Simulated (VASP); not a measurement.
# Mg3Zn2O3 (P4/nmm) in VASP: further runs

Mg3Zn2O3 is run at these levels: PBE; tasks: single point.

Everything below comes from runs of VASP 6.6.1. Logs are shortened: lines on timing, memory, paths and dates and some standing lists are left out, and cuts for length are marked.

## Step 1: The cell of the first run

Symmetry: P4/nmm, No. 129, tetragonal system. The conventional cell has a = 2.970 Å, b = 2.970 Å, c = 20.905 Å, α = 90.00°, β = 90.00°, γ = 90.00°. Within 2.8 Å of Mg (site symmetry 4mm) lie 6 O at 2.10 to 2.15 Å. Within 2.8 Å of Mg (site symmetry 4mm) lie 6 O at 2.10 to 2.15 Å. Mg (site symmetry 4mm) has 5 O at 2.10 to 2.16 Å within 2.8 Å. Zn (site symmetry 4mm) has 1 O at 2.52 Å and 8 Zn at 2.68 to 2.97 Å and 4 Mg at 3.27 Å within 3.3 Å. Within 3.5 Å of Zn (site symmetry 4mm) lie 13 Zn at 2.68 to 3.46 Å. O (site symmetry 4mm) has 6 Mg at 2.10 to 2.16 Å within 2.8 Å. O (site symmetry 4mm) has 5 Mg at 2.10 to 2.15 Å and 1 Zn at 2.52 Å within 2.8 Å. Within 2.8 Å of O (site symmetry 4mm) lie 6 Mg at 2.10 to 2.15 Å.

## Step 2: Single point, PBE

INCAR

```
SYSTEM = Mg3Zn2O3
  PREC = Accurate
  ENCUT = 520
  EDIFF = 1E-6
  ISMEAR = 0
  SIGMA = 0.1
  LREAL = Auto
  LASPH = .TRUE.
  NELM = 100
  ALGO = Normal
  ISIF = 2
  LWAVE = .FALSE.
  LCHARG = .FALSE.
  GGA = PE
  NBANDS = 62
```

KPOINTS

```
Automatic mesh
0
G
  10 10 2
  0 0 0
```

POSCAR

```
Mg3Zn2O3
1.0
    2.9695491995      0.0000000000      0.0000000000
    0.0000000000      2.9695491995      0.0000000000
    0.0000000000      0.0000000000     20.9047896624
Mg Zn O
6 4 6
Direct
    0.0000000000      0.5000000000      0.9486511095
    0.0000000000      0.5000000000      0.1539073427
    0.0000000000      0.5000000000      0.7423437625
    0.5000000000      0.0000000000      0.8460926573
    0.5000000000      0.0000000000      0.0513488905
    0.5000000000      0.0000000000      0.2576562375
    0.0000000000      0.5000000000      0.3776101301
    0.5000000000      0.0000000000      0.6223898699
    0.0000000000      0.5000000000      0.5429278463
    0.5000000000      0.0000000000      0.4570721537
    0.0000000000      0.5000000000      0.8458561669
    0.0000000000      0.5000000000      0.2569439912
    0.0000000000      0.5000000000      0.0513141839
    0.5000000000      0.0000000000      0.9486858161
    0.5000000000      0.0000000000      0.1541438331
    0.5000000000      0.0000000000      0.7430560088
```

Potentials or basis: VASP PAW PBE potentials, release 64 (Mg, Zn, O).

On the command line:

```console
> cat potpaw_PBE.64/Mg/POTCAR potpaw_PBE.64/Zn/POTCAR potpaw_PBE.64/O/POTCAR > POTCAR
> mpirun -np 1 vasp_std > vasp.out
```

OUTCAR:

```text
SYSTEM = Mg3Zn2O3
   PREC = Accurate
   ENCUT = 520
   EDIFF = 1E-6
   ISMEAR = 0
   LREAL = Auto
   LASPH = .TRUE.
   NELM = 100
   ISIF = 2
   GGA = PE

 ion  position               nearest neighbor table
   1  0.000  0.500  0.949-  14 2.10  14 2.10  14 2.10  14 2.10  13 2.15  11 2.15   4 3.00   4 3.00
                             4 3.00   4 3.00   5 3.00   5 3.00   5 3.00   5 3.00
   2  0.000  0.500  0.154-  15 2.10  15 2.10  15 2.10  15 2.10  13 2.14  12 2.15   5 3.00   5 3.00
                             5 3.00   5 3.00   6 3.02   6 3.02   6 3.02   6 3.02
   3  0.000  0.500  0.742-  16 2.10  16 2.10  16 2.10  16 2.10  11 2.16   4 3.02   4 3.02   4 3.02
                             4 3.02   8 3.27   8 3.27   8 3.27   8 3.27
   4  0.500  0.000  0.846-  11 2.10  11 2.10  11 2.10  11 2.10  14 2.14  16 2.15   1 3.00   1 3.00
                             1 3.00   1 3.00   3 3.02   3 3.02   3 3.02   3 3.02
   5  0.500  0.000  0.051-  13 2.10  13 2.10  13 2.10  13 2.10  14 2.15  15 2.15   2 3.00   2 3.00
                             2 3.00   2 3.00   1 3.00   1 3.00   1 3.00   1 3.00
   6  0.500  0.000  0.258-  12 2.10  12 2.10  12 2.10  12 2.10  15 2.16   2 3.02   2 3.02   2 3.02
                             2 3.02   7 3.27   7 3.27   7 3.27   7 3.27
   7  0.000  0.500  0.378-  10 2.68  10 2.68  10 2.68  10 2.68   6 3.27   6 3.27   6 3.27   6 3.27

   8  0.500  0.000  0.622-   9 2.68   9 2.68   9 2.68   9 2.68   3 3.27   3 3.27   3 3.27   3 3.27

   9  0.000  0.500  0.543-   8 2.68   8 2.68   8 2.68   8 2.68  10 2.76  10 2.76  10 2.76  10 2.76

  10  0.500  0.000  0.457-   7 2.68   7 2.68   7 2.68   7 2.68   9 2.76   9 2.76   9 2.76   9 2.76

  11  0.000  0.500  0.846-   4 2.10   4 2.10   4 2.10   4 2.10   1 2.15   3 2.16
  12  0.000  0.500  0.257-   6 2.10   6 2.10   6 2.10   6 2.10   2 2.15
  13  0.000  0.500  0.051-   5 2.10   5 2.10   5 2.10   5 2.10   2 2.14   1 2.15
  14  0.500  0.000  0.949-   1 2.10   1 2.10   1 2.10   1 2.10   4 2.14   5 2.15
  15  0.500  0.000  0.154-   2 2.10   2 2.10   2 2.10   2 2.10   5 2.15   6 2.16
  16  0.500  0.000  0.743-   3 2.10   3 2.10   3 2.10   3 2.10   4 2.15

  LATTYP: Found a simple tetragonal cell.
 ALAT       =     2.9695491995
 C/A-ratio  =     7.0397182394

  Lattice vectors:

 A1 = (   2.9695491995,   0.0000000000,   0.0000000000)
 A2 = (   0.0000000000,   2.9695491995,   0.0000000000)
 A3 = (   0.0000000000,   0.0000000000,  20.9047896624)

Analysis of symmetry for initial positions (statically):
=====================================================================
 Subroutine PRICEL returns:
 Original cell was already a primitive cell.

 Routine SETGRP: Setting up the symmetry group for a
 simple tetragonal supercell.

 Subroutine GETGRP returns: Found 16 space group operations
 (whereof  8 operations were pure point group operations)
 out of a pool of 16 trial point group operations.

The static configuration has the point symmetry D_2d.
 The point group associated with its full space group is D_4h.

Analysis of symmetry for dynamics (positions and initial velocities):
=====================================================================
 Subroutine PRICEL returns:
 Original cell was already a primitive cell.

 Routine SETGRP: Setting up the symmetry group for a
 simple tetragonal supercell.

 Subroutine GETGRP returns: Found 16 space group operations
 (whereof  8 operations were pure point group operations)
 out of a pool of 16 trial point group operations.

The dynamic configuration has the point symmetry D_2d.
 The point group associated with its full space group is D_4h.

 Subroutine INISYM returns: Found 16 space group operations
 (whereof  8 operations are pure point group operations),
 and found     1 'primitive' translations

----------------------------------------------------------------------------------------

                                     Primitive cell

  volume of cell :     184.3431

  direct lattice vectors                    reciprocal lattice vectors
     2.969549199  0.000000000  0.000000000     0.336751450  0.000000000  0.000000000
     0.000000000  2.969549199  0.000000000     0.000000000  0.336751450  0.000000000
     0.000000000  0.000000000 20.904789662     0.000000000  0.000000000  0.047835927

  length of vectors
     2.969549199  2.969549199 20.904789662     0.336751450  0.336751450  0.047835927

  position of ions in fractional coordinates (direct lattice)
     0.000000000  0.500000000  0.948651109
     0.000000000  0.500000000  0.153907343
     0.000000000  0.500000000  0.742343762
[... 42 lines left out ...]

  Cartesian coordinates                     Fractional coordinates (reciprocal lattice)
     0.033675145  0.000000000  0.000000000     0.100000000  0.000000000  0.000000000
     0.000000000  0.033675145  0.000000000     0.000000000  0.100000000  0.000000000
     0.000000000  0.000000000  0.023917964     0.000000000  0.000000000  0.500000000

  Length of vectors
     0.033675145  0.033675145  0.023917964

  Shift w.r.t. Gamma in fractional coordinates (k-lattice)
     0.000000000  0.000000000  0.000000000

 Subroutine IBZKPT returns following result:
 ===========================================

 Found     42 irreducible k-points:

 Following reciprocal coordinates:
            Coordinates               Weight
  0.000000  0.000000  0.000000      1.000000
  0.100000  0.000000  0.000000      4.000000
  0.200000  0.000000  0.000000      4.000000
  0.300000  0.000000  0.000000      4.000000
  0.400000  0.000000  0.000000      4.000000
  0.500000  0.000000  0.000000      2.000000
[... 16 lines left out ...]
  0.100000  0.000000  0.500000      4.000000
  0.200000  0.000000  0.500000      4.000000
 [... further k-points ...]
   k-points           NKPTS =     42   k-points in BZ     NKDIM =     42   number of bands    NBANDS=     62
   number of dos      NEDOS =    301   number of ions     NIONS =     16
   total plane-waves  NPLWV =  92160
   dimension x,y,z NGX =    24 NGY =   24 NGZ =  160
   dimension x,y,z NGXF=    48 NGYF=   48 NGZF=  320
   ions per type =               6   4   6
   NGX,Y,Z   is equivalent  to a cutoff of  13.44, 13.44, 12.72 a.u.
   NGXF,Y,Z  is equivalent  to a cutoff of  26.87, 26.87, 25.45 a.u.
 SYSTEM =  Mg3Zn2O3
   PREC   = accura    normal or accurate (medium, high low for compatibility)
   ISTART =      0    job   : 0-new  1-cont  2-samecut
   ICHARG =      2    charge: 1-file 2-atom 10-const
   ISPIN  =      1    spin polarized calculation?
   LNONCOLLINEAR =      F non collinear calculations
   LSORBIT =      F    spin-orbit coupling
   LASPH  =      T    aspherical Exc in radial PAW
   ENCUT  =  520.0 eV  38.22 Ry    6.18 a.u.   5.52  5.52 38.87*2*pi/ulx,y,z
   NELM   =    100;   NELMIN=  2; NELMDL= -5     # of ELM steps
   EDIFF  = 0.1E-05   stopping-criterion for ELM
   LREAL  =      T    real-space projection
   EDIFFG = 0.1E-04   stopping-criterion for IOM
   NSW    =      0    number of steps for IOM
   IBRION =     -1    ionic relax: 0-MD 1-quasi-New 2-CG
   NFREE  =      0    steps in history (QN), initial steepest desc. (CG)
   ISIF   =      2    stress and relaxation
   ISYM   =      2    0-nonsym 1-usesym 2-fastsym
   POTIM  = 0.5000    time-step for ionic-motion
   TEBEG  =    0.0;   TEEND  =   0.0 temperature during run
   PSTRESS=    0.0 pullay stress
   NELECT =      96.0000    total number of electrons
   NUPDOWN=      -1.0000    fix difference up-down
   EMIN   =  10.00;   EMAX   =-10.00  energy-range for DOS
   EFERMI =   0.00;   METHOD = LEGACY
   ISMEAR =     0;   SIGMA  =   0.10  broadening in eV -4-tet -1-fermi 0-gaus
   EFERMI_NEDOS =   21; number of points for ismear=-14 and -15
   IALGO  =     38    algorithm
   IMIX   =      4    mixing-type and parameters
     AMIX     =   0.40;   BMIX     =  1.00
     AMIX_MAG =   1.60;   BMIX_MAG =  1.00
  volume/ion in A,a.u.               =      11.52        77.75
  Fermi-wavevector in a.u.,A,eV,Ry     =   1.317113  2.488982 23.603197  1.734786
  Thomas-Fermi vector in A             =   2.447177
   LORBIT       =      0    0 simple, 1 ext, 2 COOP (PROOUT), +10 PAW based schemes
   GGA     = PE    functional components
   LHFCALC =     F    Hartree Fock is set to
   AEXX    =    0.0000 exact exchange contribution
   IVDW    =     0    specifies the selected vdW correction
   LEPSILON=     F    determine dielectric tensor
   LRPA    =     F    only Hartree local field effects (RPA)
 non-spin polarized calculation
 Gauss-broadening in eV      SIGMA  =   0.10
  energy-cutoff  :      520.00
  volume of cell :      184.34
 maximum number of plane-waves:      5022
 NGX is ok and might be reduce to    24
   NGX = 11   NGY = 11   NGZ = 77

 number of electron      96.0000005 magnetization

 Free energy of the ion-electron system (eV)
  ---------------------------------------------------
  ext. energy  EPLUGINS =         0.00000000
  ---------------------------------------------------
  free energy    TOTEN  =       -74.22382254 eV

  energy without entropy =      -74.21462500  energy(sigma->0) =      -74.21922377

 E-fermi :   4.4859     XC(G=0): -10.9147

 val. band max:        4.4661749270   @ k =   0.2000   0.1000   0.5000
 cond. band min:       4.5433323575   @ k =   0.5000   0.1000   0.5000
 fundamental gap:      0.0771574305
 Fermi energy:         4.4858803203

 k-point     1 :       0.0000    0.0000    0.0000
  band No.  band energies     occupation
      1     -15.3500      2.00000
      2     -15.1285      2.00000
      3     -14.8354      2.00000
      4     -14.5038      2.00000
      5     -14.2035      2.00000
      6     -14.0236      2.00000
[... 1501 lines left out ...]
     59      11.9971      0.00000
     60      12.4632      0.00000

 [... further k-points ...]

 [bands above 60 left out]

------------------------ aborting loop because EDIFF is reached ----------------------------------------

  FORCE on cell =-STRESS in cart. coord.  units (eV):
  Direction    XX          YY          ZZ          XY          YZ          ZX
  --------------------------------------------------------------------------------------
  -------------------------------------------------------------------------------------
  Total       -0.4478974     -0.4478974     -0.3878676      0.0000000      0.0000000      0.0000000
  in kB       -3.8928013     -3.8928013     -3.3710660      0.0000000      0.0000000      0.0000000
  external PRESSURE =      -3.7188895 kB  Pullay stress =       0.0000000 kB

 VOLUME and BASIS-vectors are now :
 -----------------------------------------------------------------------------
  energy-cutoff  :      520.00
  volume of cell :      184.34
      direct lattice vectors                 reciprocal lattice vectors
     2.969549199  0.000000000  0.000000000     0.336751450  0.000000000  0.000000000
     0.000000000  2.969549199  0.000000000     0.000000000  0.336751450  0.000000000
     0.000000000  0.000000000 20.904789662     0.000000000  0.000000000  0.047835927

 POSITION                                       TOTAL-FORCE (eV/Angst)
 -----------------------------------------------------------------------------------
      0.00000      1.48477     19.83135         0.000000     -0.000000      0.002339
      0.00000      1.48477      3.21740         0.000000      0.000000     -0.004879
      0.00000      1.48477     15.51854         0.000000      0.000000      0.024633
      1.48477      0.00000     17.68739         0.000000      0.000000      0.004879
      1.48477      0.00000      1.07344         0.000000      0.000000     -0.002339
      1.48477      0.00000      5.38625         0.000000     -0.000000     -0.024633
[... 8 lines left out ...]
      1.48477      0.00000      3.22234         0.000000      0.000000      0.000807
      1.48477      0.00000     15.53343         0.000000      0.000000      0.003380
 -----------------------------------------------------------------------------------
    total drift:                                0.000000      0.000000      0.000000

  FREE ENERGIE OF THE ION-ELECTRON SYSTEM (eV)
  ---------------------------------------------------
  free  energy   TOTEN  =       -74.2238225428 eV

  energy  without entropy=      -74.2146250049  energy(sigma->0) =      -74.21922377
```

Wall time 15 min (1 thread of AMD EPYC 7R13, shared host); peak memory 0.48 GiB.

What came out:

| Property | Result |
| --- | --- |
| Free energy | -74.2238 eV |
| Pressure | -0.4 GPa |
| Largest force | 0.025 eV/Å |
| Band gap on the k mesh | zero (band 48 reaches 5.38 eV, above the bottom of band 49 at 3.70 eV) |

Forces on the atoms (eV/Å):
```
Mg   0.000  0.000  0.002
Mg   0.000  0.000 -0.005
Mg   0.000  0.000  0.025
Mg   0.000  0.000  0.005
Mg   0.000  0.000 -0.002
Mg   0.000  0.000 -0.025
Zn   0.000  0.000 -0.015
Zn   0.000  0.000  0.015
Zn   0.000  0.000  0.000
Zn   0.000  0.000  0.000
O    0.000  0.000 -0.001
O    0.000  0.000 -0.003
O    0.000  0.000 -0.004
O    0.000  0.000  0.004
O    0.000  0.000  0.001
O    0.000  0.000  0.003
```

## Step 3: Single point, PBE

INCAR

```
  PREC = Accurate
  ENCUT = 520
  EDIFF = 1E-6
  ISMEAR = 0
  SIGMA = 0.1
  LREAL = Auto
  LASPH = True
  NELM = 80
  ALGO = Normal
  ISIF = 2
  LWAVE = False
  LCHARG = False
  GGA = PE
  NBANDS = 62
```

KPOINTS

```
regular mesh
0
Gamma
  10 10 2
```

POSCAR is that of step 2.

Potentials or basis: VASP PAW PBE potentials, release 64 (Mg, Zn, O).

On the command line:

```console
> cat potpaw_PBE.64/Mg/POTCAR potpaw_PBE.64/Zn/POTCAR potpaw_PBE.64/O/POTCAR > POTCAR
> mpirun -np 1 vasp_std > vasp.out
```

Run time: 15 min. Hardware: 1 thread of AMD EPYC 7R13, shared host; peak memory 0.48 GiB.

It converged, with:

```
Free energy            : -74.2238 eV
Pressure               : -0.4 GPa
Largest force          : 0.025 eV/Å
Band gap on the k mesh : zero (band 48 reaches 5.38 eV, above the bottom of band 49 at 3.70 eV)
```

Forces on the atoms (eV/Å):
```
Mg   0.000  0.000  0.002
Mg   0.000  0.000 -0.005
Mg   0.000  0.000  0.025
Mg   0.000  0.000  0.005
Mg   0.000  0.000 -0.002
Mg   0.000  0.000 -0.025
Zn   0.000  0.000 -0.015
Zn   0.000  0.000  0.015
Zn   0.000  0.000  0.000
Zn   0.000  0.000  0.000
O    0.000  0.000 -0.001
O    0.000  0.000 -0.003
O    0.000  0.000 -0.004
O    0.000  0.000  0.004
O    0.000  0.000  0.001
O    0.000  0.000  0.003
```

Levels at points of the mesh, in eV from the Fermi level:
```tsv
k point	band 46	band 47	band 48	band 49	band 50	band 51
(0.00, 0.00, 0.00)	-2.80	-2.80	-0.74	0.93	2.67	3.46
(0.50, 0.00, 0.00)	-3.28	-2.97	-2.97	-0.09	-0.09	2.72
(0.50, 0.50, 0.00)	-1.20	0.65	0.65	0.65	0.65	1.92
(0.00, 0.00, 0.50)	-2.80	-2.77	-0.82	1.04	2.43	3.91
(0.50, 0.00, 0.50)	-3.28	-2.96	-2.96	-0.09	-0.09	2.73
(0.50, 0.50, 0.50)	-1.20	0.65	0.65	0.65	0.65	1.92
```
